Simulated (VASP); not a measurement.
## Ta2N: single point with LDA

Ta2N:

```
Ta N
1.0
     3.06184   -0.21433    0.00000
    -1.71653    2.75880    0.00000
     0.00000    0.00000    4.45206
Ta N
2 1
Direct
  0.66667 0.33333 0.74669
  0.33333 0.66667 0.25331
  0.00000 0.00000 0.00000
```

This cell differs from its parent crystal: engineering shear strain xy -0.1400, normal strain along z -0.0700.

```yaml
Program: VASP 6.6.1
Task: single point
Functional: LDA
Potentials_or_basis: VASP PAW LDA potentials, release 64 (Ta_pv, N)
Cutoff: 520 eV
k_mesh: 15 × 15 × 8
Occupations: gaussian, width 0.15 eV
Spin: no spin polarisation
```

```yaml
Pressure: 35.8 GPa
Largest_force: 0.538 eV/Å
Band_gap_on_the_k_mesh: zero (an odd number of electrons rules out a gap without spin polarisation)
```

Forces in eV/Å, atoms in the order of the input:
```
Ta   0.233  0.076 -0.479
Ta  -0.233 -0.076  0.479
N    0.000  0.000  0.000
```

Stress tensor (GPa, compression positive):
```
 29.09  28.32 -11.73
 28.32  29.34  -1.91
-11.73  -1.91  49.01
```

Levels at points of the mesh, in eV from the Fermi level:
| k point | band 11 | band 12 | band 13 | band 14 | band 15 | band 16 |
| --- | --- | --- | --- | --- | --- | --- |
| (0.00, 0.00, 0.00) | -4.43 | -1.33 | -0.44 | 0.05 | 0.26 | 0.34 |
| (0.00, 0.00, 0.50) | -2.75 | -2.46 | -2.04 | -0.41 | 1.61 | 1.99 |

Wall time 6.5 min on 1 thread of Intel Xeon 8259CL, on a shared host, peak memory 0.63 GiB.

Caveat: the cell differs from its parent crystal (engineering shear strain xy -0.1400, normal strain along z -0.0700); the stress differs along the axes, from 29 to 49 GPa; spin-orbit coupling is left out, which moves the levels of the heavy elements.
